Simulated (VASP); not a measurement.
A run of VASP 6.6.1:

INCAR

```
PREC     = Accurate       # precision mode
ENCUT    = 520            # plane-wave cutoff, eV
EDIFF    = 1E-6           # SCF threshold, eV
ISMEAR   = -1             # smearing method
SIGMA    = 0.3            # smearing width, eV
LREAL    = F              # projectors in reciprocal space
LASPH    = T              # aspherical terms in the spheres
NELM     = 60             # most SCF steps
ALGO     = Normal         # electronic algorithm
ISIF     = 2              # what is computed and relaxed
LWAVE    = F              # write WAVECAR
LCHARG   = F              # write CHGCAR
GGA      = PS             # functional
NBANDS   = 15             # bands
```

KPOINTS

```
regular mesh
0
Gamma
  2 2 2
```

File POSCAR:

```
RbBr
1.0
    4.1219800000     -0.0135500000      0.0016300000
   -0.0135500000      4.0952000000     -0.0589600000
    0.0016300000     -0.0589600000      4.1132700000
Rb Br
1 1
Direct
    0.9902700000      0.0024400000      0.0042800000
    0.4989400000      0.4997000000      0.5003200000
```

Potentials or basis: VASP PAW PBE potentials, release 64 (Rb_sv, Br).

Command:

```console
$ cat potpaw_PBE.64/Rb_sv/POTCAR potpaw_PBE.64/Br/POTCAR > POTCAR
$ mpirun -np 1 vasp_std > vasp.out
```

Hardware: 1 thread of Intel Xeon 8259CL, on a shared host.

**Question.** Estimate the wall time of this run.

**Answer.** Run time: 13 s on 1 thread of Intel Xeon 8259CL, on a shared host, peak memory 0.17 GiB. Counts: scf iterations 13, k points 8.
